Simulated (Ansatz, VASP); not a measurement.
One calculation of Ta, two programs

The input INCAR:

```
PREC = Accurate
ENCUT = 520
EDIFF = 1E-6
ISMEAR = -1
SIGMA = 0.08
LREAL = False
LASPH = True
NELM = 100
ALGO = Normal
ISIF = 2
LWAVE = False
LCHARG = False
NBANDS = 18
```

File KPOINTS:

```
Automatic mesh
0
Gamma
  13 13 13
```

POSCAR

```
Ta
1.0
    0.0000000000      2.6953096699      2.6953096699
    2.6953096699      0.0000000000      2.6953096699
    2.6953096699      2.6953096699      0.0000000000
Ta
2
Direct
   -0.1250000000     -0.1250000000     -0.1250000000
    0.1250000000      0.1250000000      0.1250000000
```

Input for Ansatz:

```yaml
crystal:
  lattice:
    - [0.0, 2.6953096699, 2.6953096699]
    - [2.6953096699, 0.0, 2.6953096699]
    - [2.6953096699, 2.6953096699, 0.0]
  atoms:
    - { symbol: Ta, position: [-0.125, -0.125, -0.125] }
    - { symbol: Ta, position: [0.125, 0.125, 0.125] }
kpoints:
  mp_grid: { grid: [13, 13, 13] }
scf:
  occupations: { method: fermi_dirac, width: 0.08 }
hamiltonian:
  xc: lda
  pseudopotentials: { kind: paw }
output:
  forces: true
  stress: true
  eigenvalues: true
  populations: true
  write_density: true
  write_potential: true
  elf: true
  volumetric_format: npy
```

Change from the starting cell: volume scaled by 0.75, PAW files.

Alike in both runs: task single point; functional LDA; k mesh 13 × 13 × 13; occupations fermi-dirac, width 0.08 eV; no spin polarisation.

|  | VASP | Ansatz |
| --- | --- | --- |
| version | VASP 6.6.1 | Ansatz 0.2.0 |
| potentials or method | VASP PAW LDA potentials, release 64 (Ta_pv) | PAW with Ansatz's default frozen-core files, scalar-relativistic |
| plane-wave cutoff (eV) | 520 | 420 |
| valence electrons in the cell | 22 | 26 |

|  | VASP | Ansatz | Ansatz less VASP |
| --- | --- | --- | --- |
| pressure (GPa) | 39.9 | 38.5 | -1.32 |

LDA's correlation is that of Perdew and Zunger in VASP and of Perdew and Wang (1992) in Ansatz. Both programs put the cell under a high pressure, so it lies far from rest at this level. VASP's potentials hold 22 valence electrons a cell and Ansatz's 26, so a difference there can come from the potentials and not from the codes.

Spin-orbit coupling is off throughout.
